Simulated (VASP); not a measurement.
# AlAu (Pm-3m) in VASP: further runs, part 2 of 2

VASP 6.6.1. The steps go on from the part before.

## 4. Single point, PBEsol

This run uses another cell than the first one, of 15.46 Å³/atom, 1.031 times its volume.

The input, INCAR:

```
PREC = Accurate
ENCUT = 520
EDIFF = 1E-6
ISMEAR = 0
SIGMA = 0.1
LREAL = F
LASPH = T
NELM = 100
ALGO = Normal
ISIF = 2
LWAVE = F
LCHARG = T
GGA = PS
LELF = T
LVHAR = T
NBANDS = 14
```

The input, KPOINTS:

```
Automatic mesh
0
Gamma
  8 8 8
```

The input, POSCAR:

```
AlAu
1.0
    3.1385593373      0.0000000000      0.0000000000
    0.0000000000      3.1385593373      0.0000000000
    0.0000000000      0.0000000000      3.1385593373
Al Au
1 1
Direct
    0.0000000000      0.0000000000      0.0000000000
    0.5000000000      0.5000000000      0.5000000000
```

Potentials or basis: VASP PAW PBE potentials, release 64 (Al, Au).

On the command line:

```sh
> cat potpaw_PBE.64/Al/POTCAR potpaw_PBE.64/Au/POTCAR > POTCAR
> mpirun -np 1 vasp_std > vasp.out
```

OUTCAR:

```text
PREC = Accurate
   ENCUT = 520
   EDIFF = 1E-6
   ISMEAR = 0
   LREAL = F
   LASPH = T
   NELM = 100
   ISIF = 2
   GGA = PS

 ion  position               nearest neighbor table
   1  0.000  0.000  0.000-   2 2.72   2 2.72   2 2.72   2 2.72   2 2.72   2 2.72   2 2.72   2 2.72

   2  0.500  0.500  0.500-   1 2.72   1 2.72   1 2.72   1 2.72   1 2.72   1 2.72   1 2.72   1 2.72

  LATTYP: Found a simple cubic cell.
 ALAT       =     3.1385593373

  Lattice vectors:

 A1 = (   3.1385593373,   0.0000000000,   0.0000000000)
 A2 = (   0.0000000000,   3.1385593373,   0.0000000000)
 A3 = (   0.0000000000,   0.0000000000,   3.1385593373)

Analysis of symmetry for initial positions (statically):
=====================================================================
 Subroutine PRICEL returns:
 Original cell was already a primitive cell.

 Routine SETGRP: Setting up the symmetry group for a
 simple cubic supercell.

 Subroutine GETGRP returns: Found 48 space group operations
 (whereof 48 operations were pure point group operations)
 out of a pool of 48 trial point group operations.

The static configuration has the point symmetry O_h .

Analysis of symmetry for dynamics (positions and initial velocities):
=====================================================================
 Subroutine PRICEL returns:
 Original cell was already a primitive cell.

 Routine SETGRP: Setting up the symmetry group for a
 simple cubic supercell.

 Subroutine GETGRP returns: Found 48 space group operations
 (whereof 48 operations were pure point group operations)
 out of a pool of 48 trial point group operations.

The dynamic configuration has the point symmetry O_h .

 Subroutine INISYM returns: Found 48 space group operations
 (whereof 48 operations are pure point group operations),
 and found     1 'primitive' translations

----------------------------------------------------------------------------------------

                                     Primitive cell

  volume of cell :      30.9166

  direct lattice vectors                    reciprocal lattice vectors
     3.138559337  0.000000000  0.000000000     0.318617522  0.000000000  0.000000000
     0.000000000  3.138559337  0.000000000     0.000000000  0.318617522  0.000000000
     0.000000000  0.000000000  3.138559337     0.000000000  0.000000000  0.318617522

  length of vectors
     3.138559337  3.138559337  3.138559337     0.318617522  0.318617522  0.318617522

  position of ions in fractional coordinates (direct lattice)
     0.000000000  0.000000000  0.000000000
     0.500000000  0.500000000  0.500000000

  ion indices of the primitive-cell ions
   primitive index   ion index
                 1           1
                 2           2

----------------------------------------------------------------------------------------

 KPOINTS: Automatic mesh

Automatic generation of k-mesh.
 Grid dimensions read from file:
 generate k-points for:    8    8    8

 Generating k-lattice:

  Cartesian coordinates                     Fractional coordinates (reciprocal lattice)
     0.039827190  0.000000000  0.000000000     0.125000000  0.000000000  0.000000000
[... 42 lines left out ...]
   number of dos      NEDOS =    301   number of ions     NIONS =      2
   total plane-waves  NPLWV =  13824
   dimension x,y,z NGX =    24 NGY =   24 NGZ =   24
   dimension x,y,z NGXF=    48 NGYF=   48 NGZF=   48
   ions per type =               1   1
   NGX,Y,Z   is equivalent  to a cutoff of  12.71, 12.71, 12.71 a.u.
   NGXF,Y,Z  is equivalent  to a cutoff of  25.43, 25.43, 25.43 a.u.
 SYSTEM =  unknown system
   PREC   = accura    normal or accurate (medium, high low for compatibility)
   ISTART =      0    job   : 0-new  1-cont  2-samecut
   ICHARG =      2    charge: 1-file 2-atom 10-const
   ISPIN  =      1    spin polarized calculation?
   LNONCOLLINEAR =      F non collinear calculations
   LSORBIT =      F    spin-orbit coupling
   LASPH  =      T    aspherical Exc in radial PAW
   ENCUT  =  520.0 eV  38.22 Ry    6.18 a.u.   5.84  5.84  5.84*2*pi/ulx,y,z
   NELM   =    100;   NELMIN=  2; NELMDL= -5     # of ELM steps
   EDIFF  = 0.1E-05   stopping-criterion for ELM
   LREAL  =      F    real-space projection
   EDIFFG = 0.1E-04   stopping-criterion for IOM
   NSW    =      0    number of steps for IOM
   IBRION =     -1    ionic relax: 0-MD 1-quasi-New 2-CG
   NFREE  =      0    steps in history (QN), initial steepest desc. (CG)
   ISIF   =      2    stress and relaxation
   ISYM   =      2    0-nonsym 1-usesym 2-fastsym
   POTIM  = 0.5000    time-step for ionic-motion
   TEBEG  =    0.0;   TEEND  =   0.0 temperature during run
   PSTRESS=    0.0 pullay stress
   NELECT =      14.0000    total number of electrons
   NUPDOWN=      -1.0000    fix difference up-down
   EMIN   =  10.00;   EMAX   =-10.00  energy-range for DOS
   EFERMI =   0.00;   METHOD = LEGACY
   ISMEAR =     0;   SIGMA  =   0.10  broadening in eV -4-tet -1-fermi 0-gaus
   EFERMI_NEDOS =   21; number of points for ismear=-14 and -15
   IALGO  =     38    algorithm
   IMIX   =      4    mixing-type and parameters
     AMIX     =   0.40;   BMIX     =  1.00
     AMIX_MAG =   1.60;   BMIX_MAG =  1.00
  volume/ion in A,a.u.               =      15.46       104.32
  Fermi-wavevector in a.u.,A,eV,Ry     =   1.257150  2.375669 21.503009  1.580427
  Thomas-Fermi vector in A             =   2.390823
   LORBIT       =      0    0 simple, 1 ext, 2 COOP (PROOUT), +10 PAW based schemes
   GGA     = PS    functional components
   LHFCALC =     F    Hartree Fock is set to
   AEXX    =    0.0000 exact exchange contribution
   IVDW    =     0    specifies the selected vdW correction
   LEPSILON=     F    determine dielectric tensor
   LRPA    =     F    only Hartree local field effects (RPA)
 non-spin polarized calculation
 Gauss-broadening in eV      SIGMA  =   0.10
  energy-cutoff  :      520.00
  volume of cell :       30.92
 maximum number of plane-waves:       852
 NGX is ok and might be reduce to    24
   NGX = 11   NGY = 11   NGZ = 11

 number of electron      14.0000002 magnetization

 Free energy of the ion-electron system (eV)
  ---------------------------------------------------
  ext. energy  EPLUGINS =         0.00000000
  ---------------------------------------------------
  free energy    TOTEN  =        -8.56697079 eV

  energy without entropy =       -8.56061656  energy(sigma->0) =       -8.56379367

 E-fermi :  10.6852     XC(G=0): -11.9983

 val. band max:       10.6311539167   @ k =   0.3750   0.3750   0.1250
 cond. band min:      10.6915720707   @ k =   0.5000   0.3750   0.0000
 fundamental gap:      0.0604181540
 Fermi energy:        10.6852414177

 k-point     1 :       0.0000    0.0000    0.0000
  band No.  band energies     occupation
      1      -1.4641      2.00000
      2       3.4654      2.00000
      3       3.4654      2.00000
      4       5.6539      2.00000
      5       5.6539      2.00000
      6       5.6539      2.00000
      7      13.5175      0.00000
      8      13.5175      0.00000
      9      13.5175      0.00000
     10      18.2151      0.00000
     11      18.2311      0.00000
     12      18.2311      0.00000
     13      27.5246      0.00000
     14      27.5246      0.00000
[... 377 lines left out ...]
      1       2.1967      2.00000
      2       3.6570      2.00000
      3       4.2978      2.00000
      4       4.5461      2.00000
      5       5.7371      2.00000
      6       7.1132      2.00000
      7       7.4056      2.00000
      8      10.9943      0.00001
      9      12.3826      0.00000
     10      16.8610      0.00000
     11      19.2417      0.00000
     12      20.3803      0.00000
     13      23.5136      0.00000
     14      23.8778      0.00000

 [... further k-points ...]

------------------------ aborting loop because EDIFF is reached ----------------------------------------

  FORCE on cell =-STRESS in cart. coord.  units (eV):
  Direction    XX          YY          ZZ          XY          YZ          ZX
  --------------------------------------------------------------------------------------
  -------------------------------------------------------------------------------------
  Total        0.9177684      0.9177684      0.9177684     -0.0000000     -0.0000000     -0.0000000
  in kB       47.5611838     47.5611838     47.5611838     -0.0000000     -0.0000000     -0.0000000
  external PRESSURE =      47.5611838 kB  Pullay stress =       0.0000000 kB

 VOLUME and BASIS-vectors are now :
 -----------------------------------------------------------------------------
  energy-cutoff  :      520.00
  volume of cell :       30.92
      direct lattice vectors                 reciprocal lattice vectors
     3.138559337  0.000000000  0.000000000     0.318617522  0.000000000  0.000000000
     0.000000000  3.138559337  0.000000000     0.000000000  0.318617522  0.000000000
     0.000000000  0.000000000  3.138559337     0.000000000  0.000000000  0.318617522

 POSITION                                       TOTAL-FORCE (eV/Angst)
 -----------------------------------------------------------------------------------
      0.00000      0.00000      0.00000         0.000000      0.000000      0.000000
      1.56928      1.56928      1.56928         0.000000      0.000000      0.000000
 -----------------------------------------------------------------------------------
    total drift:                                0.000000     -0.000000     -0.000000

  FREE ENERGIE OF THE ION-ELECTRON SYSTEM (eV)
  ---------------------------------------------------
  free  energy   TOTEN  =        -8.5669707893 eV

  energy  without entropy=       -8.5606165580  energy(sigma->0) =       -8.56379367
```

stdout:

```text
POSCAR found type information on POSCAR AlAu
 POSCAR found :  2 types and       2 ions
 scaLAPACK will be used
 -----------------------------------------------------------------------------
|                                                                             |
|                                                                             |
|     You enforced a specific xc type in the INCAR file but a different       |
|     I HOPE YOU KNOW WHAT YOU ARE DOING!                                     |
|                                                                             |
 -----------------------------------------------------------------------------

 LDA part: xc-table for (Slater+PW92), standard interpolation
 POSCAR, INCAR and KPOINTS ok, starting setup
 FFT: planning ... GRIDC
 FFT: planning ... GRID_SOFT
 FFT: planning ... GRID
 WAVECAR not read
 entering main loop
```

Wall time 20 s (1 thread of AMD EPYC 7R13, shared host); peak memory 0.15 GiB.

What came out:

```
Free energy            : -8.5670 eV
Pressure               : 4.8 GPa
Band gap on the k mesh : zero (band 7 reaches 13.52 eV, above the bottom of band 8 at 9.40 eV)
```

Caveat: the PAW data sets were made with another functional, which shifts forces and pressure a little; spin-orbit coupling is left out, which moves the levels of the heavy elements.

## 5. Single point, PBEsol

This run uses another cell than the first one, of 16.28 Å³/atom, 1.085 times its volume.

The input, INCAR:

```
SYSTEM = AlAu
  ALGO = Normal
  EDIFF = 1E-7
  ENCUT = 520
  GGA = PS
  ISIF = 2
  ISMEAR = 0
  LASPH = .True.
  LCHARG = .False.
  LREAL = .False.
  LWAVE = .False.
  NBANDS = 14
  NELM = 60
  PREC = Accurate
  SIGMA = 0.1
```

The input, KPOINTS:

```
k-points
0
Gamma
  8 8 8
  0 0 0
```

The input, POSCAR:

```
AlAu
1.0
    3.1932450912      0.0000000000      0.0000000000
    0.0000000000      3.1932450912      0.0000000000
    0.0000000000      0.0000000000      3.1932450912
Al Au
1 1
Direct
    0.0000000000      0.0000000000      0.0000000000
    0.5000000000      0.5000000000      0.5000000000
```

On the command line:

```sh
> cat potpaw_PBE.64/Al/POTCAR potpaw_PBE.64/Au/POTCAR > POTCAR
> mpirun -np 1 vasp_std > vasp.out
```

Wall time 32 s (1 thread of AMD EPYC 7R13, shared host); peak memory 0.15 GiB.

It converged, with:

```yaml
Free_energy: -8.5788 eV
Pressure: -2.2 GPa
Band_gap_on_the_k_mesh: zero (band 7 reaches 12.71 eV, above the bottom of band 8 at 8.59 eV)
```

Levels at points of the mesh, in eV from the Fermi level:
```csv
k point,band 4,band 5,band 6,band 7,band 8,band 9,band 10,band 11
"(0.00, 0.00, 0.00)",-4.81,-4.81,-4.81,2.84,2.84,2.84,6.95,7.46
"(0.50, 0.00, 0.00)",-5.74,-5.74,-4.69,-3.34,5.70,7.30,7.30,8.13
"(0.50, 0.50, 0.00)",-5.51,-3.93,-3.61,-3.61,-1.28,0.85,7.30,10.88
"(0.50, 0.50, 0.50)",-3.88,-3.88,-0.34,0.83,0.83,0.83,2.22,3.70
```

Caveat: the PAW data sets were made with another functional, which shifts forces and pressure a little; spin-orbit coupling is left out, which moves the levels of the heavy elements.

## 6. Single point, PBEsol

This run uses another cell than the first one, of 16.02 Å³/atom, 1.068 times its volume.

The input, INCAR:

```
SYSTEM = AlAu
ALGO = Normal
EDIFF = 1E-7
ENCUT = 520
GGA = PS
ISIF = 2
ISMEAR = 0
LASPH = .True.
LCHARG = .False.
LREAL = .False.
LWAVE = .False.
NBANDS = 14
NELM = 60
PREC = Accurate
SIGMA = 0.1
```

KPOINTS is that of step 5.

The input, POSCAR:

```
AlAu
1.0
    3.1761565229      0.0000000000      0.0000000000
    0.0000000000      3.1761565229      0.0000000000
    0.0000000000      0.0000000000      3.1761565229
Al Au
1 1
Direct
    0.0000000000      0.0000000000      0.0000000000
    0.5000000000      0.5000000000      0.5000000000
```

Potentials or basis: VASP PAW PBE potentials, release 64 (Al, Au).

On the command line:

```sh
> cat potpaw_PBE.64/Al/POTCAR potpaw_PBE.64/Au/POTCAR > POTCAR
> mpirun -np 1 vasp_std > vasp.out
```

OUTCAR:

```text
SYSTEM = AlAu
   EDIFF = 1E-7
   ENCUT = 520
   GGA = PS
   ISIF = 2
   ISMEAR = 0
   LASPH = .True.
   LREAL = .False.
   NELM = 60
   PREC = Accurate

 ion  position               nearest neighbor table
   1  0.000  0.000  0.000-   2 2.75   2 2.75   2 2.75   2 2.75   2 2.75   2 2.75   2 2.75   2 2.75

   2  0.500  0.500  0.500-   1 2.75   1 2.75   1 2.75   1 2.75   1 2.75   1 2.75   1 2.75   1 2.75

  LATTYP: Found a simple cubic cell.
 ALAT       =     3.1761565229

  Lattice vectors:

[... 596 lines left out ...]
------------------------ aborting loop because EDIFF is reached ----------------------------------------

  FORCE on cell =-STRESS in cart. coord.  units (eV):
  Direction    XX          YY          ZZ          XY          YZ          ZX
  --------------------------------------------------------------------------------------
  -------------------------------------------------------------------------------------
  Total       -0.0464494     -0.0464494     -0.0464494      0.0000000      0.0000000     -0.0000000
  in kB       -2.3226564     -2.3226564     -2.3226564      0.0000000      0.0000000     -0.0000000
  external PRESSURE =      -2.3226564 kB  Pullay stress =       0.0000000 kB

 VOLUME and BASIS-vectors are now :
 -----------------------------------------------------------------------------
  energy-cutoff  :      520.00
  volume of cell :       32.04
      direct lattice vectors                 reciprocal lattice vectors
     3.176156523  0.000000000  0.000000000     0.314845944  0.000000000  0.000000000
     0.000000000  3.176156523  0.000000000     0.000000000  0.314845944  0.000000000
     0.000000000  0.000000000  3.176156523     0.000000000  0.000000000  0.314845944

 POSITION                                       TOTAL-FORCE (eV/Angst)
 -----------------------------------------------------------------------------------
      0.00000      0.00000      0.00000         0.000000      0.000000      0.000000
      1.58808      1.58808      1.58808         0.000000      0.000000      0.000000
 -----------------------------------------------------------------------------------
    total drift:                                0.000000     -0.000000     -0.000000

  FREE ENERGIE OF THE ION-ELECTRON SYSTEM (eV)
  ---------------------------------------------------
  free  energy   TOTEN  =        -8.5826409486 eV

  energy  without entropy=       -8.5778757259  energy(sigma->0) =       -8.58025834
```

stdout:

```text
POSCAR found type information on POSCAR AlAu
 POSCAR found :  2 types and       2 ions
 scaLAPACK will be used
 -----------------------------------------------------------------------------
|                                                                             |
|                                                                             |
|     You enforced a specific xc type in the INCAR file but a different       |
|     I HOPE YOU KNOW WHAT YOU ARE DOING!                                     |
|                                                                             |
 -----------------------------------------------------------------------------

 LDA part: xc-table for (Slater+PW92), standard interpolation
 POSCAR, INCAR and KPOINTS ok, starting setup
 FFT: planning ... GRIDC
 FFT: planning ... GRID_SOFT
 FFT: planning ... GRID
 WAVECAR not read
 entering main loop
```

Run time: 27 s. Hardware: 1 thread of AMD EPYC 7R13, shared host; peak memory 0.15 GiB.

Results:

* Free energy: -8.5826 eV
* Pressure: -0.2 GPa
* Band gap on the k mesh: zero (band 7 reaches 12.96 eV, above the bottom of band 8 at 8.84 eV)

Caveat: the PAW data sets were made with another functional, which shifts forces and pressure a little; spin-orbit coupling is left out, which moves the levels of the heavy elements.

## 7. Overview

```tsv
cell	gap on the mesh (eV)	pressure (GPa)
a = 3.107 Å, 2 atoms	none	9.7
a = 3.160 Å, 2 atoms	none	1.8
a = 3.139 Å, 2 atoms	none	4.8
a = 3.193 Å, 2 atoms	none	-2.2
a = 3.176 Å, 2 atoms	none	-0.2
```

Alike in all rows: task single point; level PBEsol; potentials or basis VASP PAW PBE potentials, release 64 (Al, Au); no spin polarisation; k mesh 8 × 8 × 8; cutoff (eV) 520; smearing gaussian 0.1 eV.

Caveats: the PAW data sets were made with another functional, which shifts forces and pressure a little; spin-orbit coupling is left out, which moves the levels of the heavy elements.

Total energies depend on the potentials used, so only differences within one code and one set of settings carry meaning.
